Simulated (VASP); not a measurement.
# Ga2Sn in VASP: further runs

Aim: see how the results for Ga2Sn move with the level of theory and the settings. Levels: PBE, r2SCAN. Tasks: single point.

Everything below comes from runs of VASP 6.6.1. Logs are shortened: lines on timing, memory, paths and dates and some standing lists are left out, and cuts for length are marked.

## (1) The cell of the first run

The typed cell holds 6 atoms: a = 5.020 Å, b = 5.020 Å, c = 6.601 Å, α = 90.00°, β = 90.00°, γ = 60.00°.

## (2) Single point, PBE

INCAR reads:

```
SYSTEM = Ga2Sn
PREC     = Accurate       ! precision mode
ENCUT    = 520            ! plane-wave cutoff, eV
EDIFF    = 1E-6           ! SCF threshold, eV
ISMEAR   = 1              ! smearing method
SIGMA    = 0.1            ! smearing width, eV
LREAL    = .False.        ! projectors in reciprocal space
LASPH    = .True.         ! aspherical terms in the spheres
NELM     = 80             ! most SCF steps
ALGO     = Normal         ! electronic algorithm
ISIF     = 2              ! what is computed and relaxed
LWAVE    = .False.        ! write WAVECAR
LCHARG   = .False.        ! write CHGCAR
GGA      = PE             ! functional
NBANDS   = 49             ! bands
```

KPOINTS reads:

```
regular mesh
0
Gamma
  4 4 3
  0 0 0
```

POSCAR reads:

```
Ga2Sn
1.0
    2.5097670000      4.3470410000      0.0000000000
   -2.5097670000      4.3470410000      0.0000000000
    0.0000000000      0.0000000000      6.6008130000
Ga Sn
4 2
Direct
    0.0000000000      0.0000000000      0.0000000000
    0.0000000000      0.0000000000      0.5000000000
    0.3333000000      0.3334000000      0.7500000000
    0.6666000000      0.6667000000      0.2500000000
    0.3333000000      0.3334000000      0.2500000000
    0.6666000000      0.6667000000      0.7500000000
```

Potentials or basis: VASP PAW PBE potentials, release 64 (Ga_d, Sn_d).

Command:

```
cat potpaw_PBE.64/Ga_d/POTCAR potpaw_PBE.64/Sn_d/POTCAR > POTCAR
mpirun -np 1 vasp_std > vasp.out
```

OUTCAR:

```text
SYSTEM = Ga2Sn
   PREC = Accurate
   ENCUT = 520
   EDIFF = 1E-6
   ISMEAR = 1
   LREAL = .False.
   LASPH = .True.
   NELM = 80
   ISIF = 2
   GGA = PE

 ion  position               nearest neighbor table
   1  0.000  0.000  0.000-   6 3.33   5 3.33   6 3.34   5 3.34   6 3.34   5 3.34
   2  0.000  0.000  0.500-   6 3.33   5 3.33   6 3.34   5 3.34   6 3.34   5 3.34
   3  0.333  0.333  0.750-   6 2.90   6 2.90   6 2.90   5 3.30   5 3.30
   4  0.667  0.667  0.250-   5 2.90   5 2.90   5 2.90   6 3.30   6 3.30
   5  0.333  0.333  0.250-   4 2.90   4 2.90   4 2.90   3 3.30   3 3.30   2 3.33   1 3.33   2 3.34
                             1 3.34   2 3.34   1 3.34
   6  0.667  0.667  0.750-   3 2.90   3 2.90   3 2.90   4 3.30   4 3.30   1 3.33   2 3.33   2 3.34
                             1 3.34   1 3.34   2 3.34

  LATTYP: Found a hexagonal cell.
 ALAT       =     5.0195314373
 C/A-ratio  =     1.3150257315

  Lattice vectors:

 A1 = (   2.5097670000,  -4.3470410000,   0.0000000000)
 A2 = (   2.5097670000,   4.3470410000,   0.0000000000)
 A3 = (   0.0000000000,   0.0000000000,   6.6008130000)

Analysis of symmetry for initial positions (statically):
=====================================================================
 Subroutine PRICEL returns:
 Original cell was already a primitive cell.

 Routine SETGRP: Setting up the symmetry group for a
 hexagonal supercell.

 Subroutine GETGRP returns: Found  4 space group operations
 (whereof  2 operations were pure point group operations)
 out of a pool of 24 trial point group operations.

The static configuration has the point symmetry C_2 .
 The point group associated with its full space group is C_2v.

Analysis of symmetry for dynamics (positions and initial velocities):
=====================================================================
 Subroutine PRICEL returns:
 Original cell was already a primitive cell.

 Routine SETGRP: Setting up the symmetry group for a
 hexagonal supercell.

 Subroutine GETGRP returns: Found  4 space group operations
 (whereof  2 operations were pure point group operations)
 out of a pool of 24 trial point group operations.

The dynamic configuration has the point symmetry C_2 .
 The point group associated with its full space group is C_2v.

 Subroutine INISYM returns: Found  4 space group operations
 (whereof  2 operations are pure point group operations),
 and found     1 'primitive' translations

[... 95 lines left out ...]
   IBRION =     -1    ionic relax: 0-MD 1-quasi-New 2-CG
   NFREE  =      0    steps in history (QN), initial steepest desc. (CG)
   ISIF   =      2    stress and relaxation
   ISYM   =      2    0-nonsym 1-usesym 2-fastsym
   POTIM  = 0.5000    time-step for ionic-motion
   TEBEG  =    0.0;   TEEND  =   0.0 temperature during run
   PSTRESS=    0.0 pullay stress
   NELECT =      80.0000    total number of electrons
   NUPDOWN=      -1.0000    fix difference up-down
   EMIN   =  10.00;   EMAX   =-10.00  energy-range for DOS
   EFERMI =   0.00;   METHOD = LEGACY
   ISMEAR =     1;   SIGMA  =   0.10  broadening in eV -4-tet -1-fermi 0-gaus
   EFERMI_NEDOS =   21; number of points for ismear=-14 and -15
   IALGO  =     38    algorithm
   IMIX   =      4    mixing-type and parameters
     AMIX     =   0.40;   BMIX     =  1.00
     AMIX_MAG =   1.60;   BMIX_MAG =  1.00
  volume/ion in A,a.u.               =      24.01       161.99
  Fermi-wavevector in a.u.,A,eV,Ry     =   1.345716  2.543034 24.639479  1.810951
  Thomas-Fermi vector in A             =   2.473606
   LORBIT       =      0    0 simple, 1 ext, 2 COOP (PROOUT), +10 PAW based schemes
   GGA     = PE    functional components
   LHFCALC =     F    Hartree Fock is set to
   AEXX    =    0.0000 exact exchange contribution
   IVDW    =     0    specifies the selected vdW correction
   LEPSILON=     F    determine dielectric tensor
   LRPA    =     F    only Hartree local field effects (RPA)
 non-spin polarized calculation
 Methfessel and Paxton  Order N= 1 SIGMA  =   0.10
  energy-cutoff  :      520.00
  volume of cell :      144.03
 maximum number of plane-waves:      3925
 NGX is ok and might be reduce to    40
   NGX = 19   NGY = 19   NGZ = 25

 number of electron      79.9999978 magnetization

 Free energy of the ion-electron system (eV)
  ---------------------------------------------------
  ext. energy  EPLUGINS =         0.00000000
  ---------------------------------------------------
  free energy    TOTEN  =       -18.57290221 eV

  energy without entropy =      -18.57105980  energy(sigma->0) =      -18.57228807

 E-fermi :   5.4657     XC(G=0): -10.2296

 val. band max:        5.4303908153   @ k =   0.2500   0.2500   0.3333
 cond. band min:       5.5312436940   @ k =   0.2500   0.2500   0.0000
 fundamental gap:      0.1008528787
 Fermi energy:         5.4656731934

 k-point     1 :       0.0000    0.0000    0.0000
  band No.  band energies     occupation
      1     -15.8450      2.00000
      2     -15.8405      2.00000
      3     -15.8167      2.00000
      4     -15.8167      2.00000
      5     -15.8066      2.00000
      6     -15.8066      2.00000
[... 717 lines left out ...]
     48      10.5223      0.00000
     49      11.0457      0.00000

------------------------ aborting loop because EDIFF is reached ----------------------------------------

  FORCE on cell =-STRESS in cart. coord.  units (eV):
  Direction    XX          YY          ZZ          XY          YZ          ZX
  --------------------------------------------------------------------------------------
  -------------------------------------------------------------------------------------
  Total       -0.8126010     -0.8093642     -2.1964004      0.0000000      0.0000000      0.0000000
  in kB       -9.0392701     -9.0032646    -24.4324793      0.0000000      0.0000000      0.0000000
  external PRESSURE =     -14.1583380 kB  Pullay stress =       0.0000000 kB

 VOLUME and BASIS-vectors are now :
 -----------------------------------------------------------------------------
  energy-cutoff  :      520.00
  volume of cell :      144.03
      direct lattice vectors                 reciprocal lattice vectors
     2.509767000  4.347041000  0.000000000     0.199221681  0.115020769  0.000000000
    -2.509767000  4.347041000  0.000000000    -0.199221681  0.115020769  0.000000000
     0.000000000  0.000000000  6.600813000     0.000000000  0.000000000  0.151496490

 POSITION                                       TOTAL-FORCE (eV/Angst)
 -----------------------------------------------------------------------------------
      0.00000      0.00000      0.00000        -0.000304      0.000000      0.000000
      0.00000      0.00000      3.30041        -0.000304      0.000000      0.000000
     -0.00025      2.89817      4.95061         0.000136     -0.000891      0.000000
     -0.00025      5.79591      1.65020         0.000136      0.000891      0.000000
     -0.00025      2.89817      1.65020         0.000168     -0.000776     -0.000000
     -0.00025      5.79591      4.95061         0.000168      0.000776      0.000000
 -----------------------------------------------------------------------------------
    total drift:                               -0.000001      0.000000      0.000000

  FREE ENERGIE OF THE ION-ELECTRON SYSTEM (eV)
  ---------------------------------------------------
  free  energy   TOTEN  =       -18.5729022083 eV

  energy  without entropy=      -18.5710597978  energy(sigma->0) =      -18.57228807
```

stdout:

```text
POSCAR found type information on POSCAR GaSn
 POSCAR found :  2 types and       6 ions
 scaLAPACK will be used
 LDA part: xc-table for (Slater+PW92), standard interpolation
 POSCAR, INCAR and KPOINTS ok, starting setup
 FFT: planning ... GRIDC
 FFT: planning ... GRID_SOFT
 FFT: planning ... GRID
 WAVECAR not read
 entering main loop
```

Run time: 3.1 min. Hardware: 1 thread of Oxide Virtual Turin-like, shared host; peak memory 0.27 GiB.

Results:

- Free energy: -18.5729 eV
- Pressure: -1.4 GPa
- Band gap on the k mesh: zero (bands 40 and 41 overlap by 0.67 eV)

Stress tensor (GPa, compression positive):
```
-0.90  0.00  0.00
 0.00 -0.90  0.00
 0.00  0.00 -2.44
```

Levels at points of the mesh, in eV from the Fermi level:
```csv
k point,band 37,band 38,band 39,band 40,band 41,band 42,band 43,band 44
"(0.00, 0.00, 0.00)",-1.44,-0.85,-0.85,-0.77,0.45,0.46,0.47,1.25
"(0.50, 0.00, 0.00)",-3.33,-3.17,-0.79,-0.75,-0.27,1.50,3.13,3.66
"(0.50, 0.50, 0.00)",-3.33,-3.17,-0.79,-0.74,-0.27,1.50,3.13,3.66
```

Caveat: the k points lie up to 0.36 Å⁻¹ apart, too coarse for converged energies and pressures of a metal; spin-orbit coupling is left out, which moves the levels of the heavy elements.

## (3) Single point, r2SCAN

POSCAR is that of step 2.

INCAR.step1 reads:

```
SYSTEM = Ga2Sn
ALGO = Normal
EDIFF = 1E-4
ENCUT = 520
GGA = PE
ISMEAR = -1
LASPH = .TRUE.
LCHARG = .FALSE.
LREAL = .FALSE.
LWAVE = .TRUE.
NBANDS = 49
NELM = 80
PREC = Accurate
SIGMA = 0.1
```

INCAR.step2 reads:

```
SYSTEM = Ga2Sn
ALGO = Normal
EDIFF = 1E-7
ENCUT = 520
ISIF = 2
ISMEAR = -1
ISTART = 1
LASPH = .TRUE.
LCHARG = .TRUE.
LELF = .TRUE.
LMIXTAU = .TRUE.
LREAL = .FALSE.
LVHAR = .TRUE.
LWAVE = .FALSE.
METAGGA = R2SCAN
NBANDS = 49
NELM = 80
PREC = Accurate
SIGMA = 0.1
```

KPOINTS reads:

```
k-points
0
G
  4 4 3
  0 0 0
```

Potentials or basis: VASP PAW PBE potentials, release 64 (Ga_d, Sn_d).

Command:

```
cat potpaw_PBE.64/Ga_d/POTCAR potpaw_PBE.64/Sn_d/POTCAR > POTCAR
cp INCAR.step1 INCAR
mpirun -np 1 vasp_std > vasp.out
cp INCAR.step2 INCAR
mpirun -np 1 vasp_std > vasp.out
```

OUTCAR:

```text
SYSTEM = Ga2Sn
   EDIFF = 1E-7
   ENCUT = 520
   ISIF = 2
   ISMEAR = -1
   ISTART = 1
   LASPH = .TRUE.
   LREAL = .FALSE.
   METAGGA = R2SCAN
   NELM = 80
   PREC = Accurate

 ion  position               nearest neighbor table
   1  0.000  0.000  0.000-   6 3.33   5 3.33   6 3.34   5 3.34   6 3.34   5 3.34
   2  0.000  0.000  0.500-   6 3.33   5 3.33   6 3.34   5 3.34   6 3.34   5 3.34
   3  0.333  0.333  0.750-   6 2.90   6 2.90   6 2.90   5 3.30   5 3.30
   4  0.667  0.667  0.250-   5 2.90   5 2.90   5 2.90   6 3.30   6 3.30
[... 928 lines left out ...]
  -------------------------------------------------------------------------------------
  Total       -2.4555923     -2.4548618     -2.9728658      0.0000000      0.0000000      0.0000000
  in kB      -27.3156960    -27.3075710    -33.0697809      0.0000000      0.0000000      0.0000000
  external PRESSURE =     -29.2310160 kB  Pullay stress =       0.0000000 kB

 VOLUME and BASIS-vectors are now :
 -----------------------------------------------------------------------------
  energy-cutoff  :      520.00
  volume of cell :      144.03
      direct lattice vectors                 reciprocal lattice vectors
     2.509767000  4.347041000  0.000000000     0.199221681  0.115020769  0.000000000
    -2.509767000  4.347041000  0.000000000    -0.199221681  0.115020769  0.000000000
     0.000000000  0.000000000  6.600813000     0.000000000  0.000000000  0.151496490

 POSITION                                       TOTAL-FORCE (eV/Angst)
 -----------------------------------------------------------------------------------
      0.00000      0.00000      0.00000        -0.000183      0.000000      0.000000
      0.00000      0.00000      3.30041        -0.000183      0.000000      0.000000
     -0.00025      2.89817      4.95061         0.000151     -0.000761      0.000000
     -0.00025      5.79591      1.65020         0.000151      0.000761      0.000000
     -0.00025      2.89817      1.65020         0.000032     -0.000716      0.000000
     -0.00025      5.79591      4.95061         0.000032      0.000716      0.000000
 -----------------------------------------------------------------------------------
    total drift:                                0.000220      0.000000      0.000000

  FREE ENERGIE OF THE ION-ELECTRON SYSTEM (eV)
  ---------------------------------------------------
  free  energy   TOTEN  =       -93.5855633770 eV

  energy  without entropy=      -93.4473500525  energy(sigma->0) =      -93.51645671
```

OUTCAR.step1:

```text
SYSTEM = Ga2Sn
   EDIFF = 1E-4
   ENCUT = 520
   GGA = PE
   ISMEAR = -1
   LASPH = .TRUE.
[... 956 lines left out ...]
     -0.00025      5.79591      1.65020         0.000247      0.000478      0.000000
     -0.00025      2.89817      1.65020         0.000020     -0.000953     -0.000000
     -0.00025      5.79591      4.95061         0.000020      0.000953      0.000000
 -----------------------------------------------------------------------------------
    total drift:                               -0.000621      0.000000      0.000000

  FREE ENERGIE OF THE ION-ELECTRON SYSTEM (eV)
  ---------------------------------------------------
  free  energy   TOTEN  =       -18.6539938717 eV

  energy  without entropy=      -18.5054157164  energy(sigma->0) =      -18.57970479
```

OSZICAR.step1:

```text
N       E                     dE             d eps       ncg     rms          rms(c)
DAV:   1     0.727509737966E+03    0.72751E+03   -0.38703E+04  1468   0.283E+03
DAV:   2     0.103152873627E+03   -0.62436E+03   -0.60829E+03  1380   0.666E+02
DAV:   3    -0.118649549814E+02   -0.11502E+03   -0.11054E+03  1522   0.213E+02
DAV:   4    -0.185597160525E+02   -0.66948E+01   -0.65172E+01  1619   0.533E+01
DAV:   5    -0.187719077201E+02   -0.21219E+00   -0.21181E+00  1838   0.101E+01    0.276E+00
DAV:   6    -0.186829958042E+02    0.88912E-01   -0.24562E-01  1816   0.428E+00    0.136E+00
DAV:   7    -0.186544198105E+02    0.28576E-01   -0.66754E-02  1744   0.199E+00    0.289E-01
DAV:   8    -0.186539721744E+02    0.44764E-03   -0.13143E-02  1568   0.969E-01    0.739E-02
DAV:   9    -0.186539938717E+02   -0.21697E-04   -0.93938E-04  1976   0.303E-01
   1 F= -.18653994E+02 E0= -.18579705E+02  d E =-.148578E+00
```

Wall time 16 min (1 thread of Oxide Virtual Turin-like, shared host); peak memory 0.31 GiB.

Results:

```
Free energy            : -93.5856 eV
Pressure               : -2.9 GPa
Band gap on the k mesh : zero (bands 40 and 41 overlap by 0.79 eV)
```

Stress tensor (GPa, compression positive):
```
-2.73  0.00  0.00
 0.00 -2.73  0.00
 0.00  0.00 -3.31
```

Caveat: the k points lie up to 0.36 Å⁻¹ apart, too coarse for converged energies and pressures of a metal; the PAW data sets were made with another functional, which shifts forces and pressure a little; spin-orbit coupling is left out, which moves the levels of the heavy elements.

## (4) Single point, r2SCAN

POSCAR is that of step 3.

INCAR.step1 reads:

```
PREC = Accurate ; ENCUT = 520
ISMEAR = -1 ; SIGMA = 0.1
LREAL = F ; LASPH = T
NELM = 60 ; NBANDS = 49
GGA = PE ; ALGO = Normal
EDIFF = 1E-4 ; LWAVE = T
LCHARG = F
```

INCAR.step2 reads:

```
PREC = Accurate ; ENCUT = 520
EDIFF = 1E-6 ; ISMEAR = -1
SIGMA = 0.1 ; LREAL = F
LASPH = T ; NELM = 60
ALGO = Normal ; ISIF = 2
LWAVE = F ; LCHARG = F
METAGGA = R2SCAN ; LMIXTAU = T
NBANDS = 49 ; ISTART = 1
```

KPOINTS reads:

```
regular mesh
0
Gamma
  4 4 3
```

Command:

```
cat potpaw_PBE.64/Ga_d/POTCAR potpaw_PBE.64/Sn_d/POTCAR > POTCAR
cp INCAR.step1 INCAR
mpirun -np 1 vasp_std > vasp.out
cp INCAR.step2 INCAR
mpirun -np 1 vasp_std > vasp.out
```

Run time: 13 min. Hardware: 1 thread of Oxide Virtual Turin-like, shared host; peak memory 0.3 GiB.

It converged, with:

```yaml
Free_energy: -93.5856 eV
Pressure: -2.9 GPa
Band_gap_on_the_k_mesh: zero (bands 40 and 41 overlap by 0.79 eV)
```

Stress tensor (GPa, compression positive):
```
-2.73  0.00  0.00
 0.00 -2.73  0.00
 0.00  0.00 -3.31
```

Levels at points of the mesh, in eV from the Fermi level:
| k point | band 37 | band 38 | band 39 | band 40 | band 41 | band 42 | band 43 | band 44 |
| --- | --- | --- | --- | --- | --- | --- | --- | --- |
| (0.00, 0.00, 0.00) | -1.58 | -0.94 | -0.94 | -0.58 | 0.38 | 0.38 | 0.49 | 1.25 |
| (0.50, 0.00, 0.00) | -3.57 | -3.33 | -0.89 | -0.81 | -0.30 | 1.59 | 3.29 | 3.90 |
| (0.50, 0.50, 0.00) | -3.57 | -3.33 | -0.89 | -0.81 | -0.30 | 1.59 | 3.29 | 3.90 |

Caveat: the k points lie up to 0.36 Å⁻¹ apart, too coarse for converged energies and pressures of a metal; the PAW data sets were made with another functional, which shifts forces and pressure a little; spin-orbit coupling is left out, which moves the levels of the heavy elements.

The gap in the log of VASP goes by the Fermi energy; the results here count the filled bands.